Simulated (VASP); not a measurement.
A run of VASP 6.6.1 is set up as follows.

The input INCAR:

```
  ALGO = Normal
  EDIFF = 1E-7
  ENCUT = 520
  GGA = PE
  ISIF = 2
  ISMEAR = 0
  IVDW = 12
  LASPH = T
  LCHARG = F
  LREAL = F
  LWAVE = F
  NBANDS = 13
  NELM = 80
  PREC = Accurate
  SIGMA = 0.15
```

The input KPOINTS:

```
k-points
0
Gamma
  22 22 22
```

Contents of POSCAR:

```
Ge
1.0
    0.0000000000      2.0983605250      2.0983605250
    2.0983605250      0.0000000000      2.0983605250
    2.0983605250      2.0983605250      0.0000000000
Ge
1
Direct
    0.0000000000      0.0000000000      0.0000000000
```

Potentials or basis: VASP PAW PBE potentials, release 64 (Ge_d).

Launch:

```sh
$ cat potpaw_PBE.64/Ge_d/POTCAR > POTCAR
$ mpirun -np 1 vasp_std > vasp.out
```

(1) What does it give for the pressure?

(2) Estimate the dispersion energy per atom.

(3) Estimate the band gap on the k mesh.

Answers

(1) 1.0 GPa.

(2) -0.358 eV.

(3) zero (band 7 reaches 16.23 eV, above the bottom of band 8 at 4.61 eV).

Caveat: pairwise dispersion overbinds metals, which lowers pressure and volume.
